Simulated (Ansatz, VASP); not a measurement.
## TaS2: VASP beside Ansatz

INCAR

```
PREC = Accurate
ENCUT = 400
EDIFF = 1E-8
ISMEAR = -1
SIGMA = 0.03
LREAL = F
LASPH = T
NELM = 120
ALGO = Normal
ISIF = 2
LWAVE = F
LCHARG = F
GGA = PE
LEFG = T
NBANDS = 18
GGA_COMPAT = F
```

File KPOINTS:

```
Automatic mesh
0
Gamma
  9 9 5
```

The input POSCAR:

```
TaS2
1.0
    3.3611317775      0.0000000000      0.0000000000
   -1.6805658888      2.9108255048      0.0000000000
    0.0000000000      0.0000000000      5.8794685816
Ta S
1 2
Direct
    0.0000000000      0.0000000000      0.0000000000
    0.3333333333      0.6666666667      0.2500000000
    0.6666666667      0.3333333333      0.7500000000
```

Input for Ansatz:

```yaml
crystal:
  lattice:
    - [3.3611317775, 0.0, 0.0]
    - [-1.6805658888, 2.9108255048, 0.0]
    - [0.0, 0.0, 5.8794685816]
  atoms:
    - { symbol: Ta, position: [0.0, 0.0, 0.0] }
    - { symbol: S, position: [0.3333333333, 0.6666666667, 0.25] }
    - { symbol: S, position: [0.6666666667, 0.3333333333, 0.75] }
kpoints:
  mp_grid: { grid: [9, 9, 5] }
scf:
  occupations: { method: fermi_dirac, width: 0.03 }
hamiltonian:
  xc: pbe
  pseudopotentials: { kind: paw }
output:
  forces: true
  stress: true
  eigenvalues: true
  efg: { contact_densities: true }
  write_density: true
  write_potential: true
  elf: true
  volumetric_format: npy
```

Change from the starting cell: volume scaled by 1.01, PAW files.

Alike in both runs: task electric field gradients; functional PBE; k mesh 9 × 9 × 5; occupations fermi-dirac, width 0.03 eV; no spin polarisation.

|  | VASP | Ansatz |
| --- | --- | --- |
| version | VASP 6.6.1 | Ansatz 0.2.0 |
| potentials or method | VASP PAW PBE potentials, release 64 (Ta_pv, S) | PAW with Ansatz's default frozen-core files, scalar-relativistic |
| plane-wave cutoff (eV) | 400 | 420 |
| valence electrons in the cell | 23 | 25 |

VASP gave:

```
pressure (GPa)                                                : 7.6
traceless stress, the component that is largest in VASP (GPa) : 3.30
rms of the force components (eV/Å)                            : 0.509
size of Vzz on the site where it differs most (V/Å²)          : 134.2
```

**Question.** Which values does Ansatz return?

**Answer.** Pressure (GPa): 7.6; traceless stress, the component that is largest in VASP (GPa): 3.24; rms of the force components (eV/Å): 0.503; size of Vzz on the site where it differs most (V/Å²): 169.3.

Atom by atom the forces differ by 0.006 eV/Å (rms over components). VASP's potentials hold 23 valence electrons a cell and Ansatz's 25, so a difference there can come from the potentials and not from the codes.

Spin-orbit coupling is off throughout.
